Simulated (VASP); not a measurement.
Write the native input for VASP 6.6.1 that does the following.

* Task: single point
* Functional: LDA
* Potentials or basis: VASP PAW LDA potentials, release 64 (Ta_sv_GW, N)
* Cutoff: 700 eV
* k mesh: 5 × 5 × 8
* Occupations: methfessel-paxton, width 0.1 eV
* Spin: no spin polarisation
* Dipole correction: no
* Further INCAR settings: ALGO = Normal; EDIFF = 1e-06; NBANDS = 36

The structure of TaN lies in POSCAR:

```
TaN
1.0
    5.2132625853      0.0000000000      0.0000000000
   -2.6066312926      4.5148178374      0.0000000000
    0.0000000000      0.0000000000      2.9206711674
Ta N
3 3
Direct
    0.3333333333      0.6666666667      0.5000000000
    0.6666666667      0.3333333333      0.5000000000
    0.0000000000      0.0000000000      0.0000000000
    0.3928500000      0.0000000000      0.0000000000
    0.6071500000      0.6071500000      0.0000000000
    0.0000000000      0.3928500000      0.0000000000
```

These files were run (other wordings do the same):

INCAR

```
SYSTEM = TaN
PREC = Accurate
ENCUT = 700
EDIFF = 1E-6
ISMEAR = 1
SIGMA = 0.1
LREAL = .False.
LASPH = .True.
NELM = 120
ALGO = Normal
ISIF = 2
LWAVE = .False.
LCHARG = .False.
NBANDS = 36
GGA_COMPAT = .False.
```

KPOINTS

```
Automatic mesh
0
Gamma
  5 5 8
  0 0 0
```

Potentials or basis: VASP PAW LDA potentials, release 64 (Ta_sv_GW, N).

The run is started by

```console
$ cat potpaw_LDA.64/Ta_sv_GW/POTCAR potpaw_LDA.64/N/POTCAR > POTCAR
$ mpirun -np 1 vasp_std > vasp.out
```

Results of the run:

```json
{
 "Pressure": "-12.1 GPa",
 "Largest force": "0.109 eV/Å",
 "Band gap on the k mesh": "zero (bands 27 and 28 overlap by 3.05 eV)"
}
```

Caveat: the cell stands under tension; spin-orbit coupling is left out, which moves the levels of the heavy elements.

Run time: 120 s on 1 thread of Intel(R) Xeon(R) Platinum 8259CL CPU @ 2.50GHz (Skylake/Cascade Lake) (shared host), peak memory 0.25 GiB.
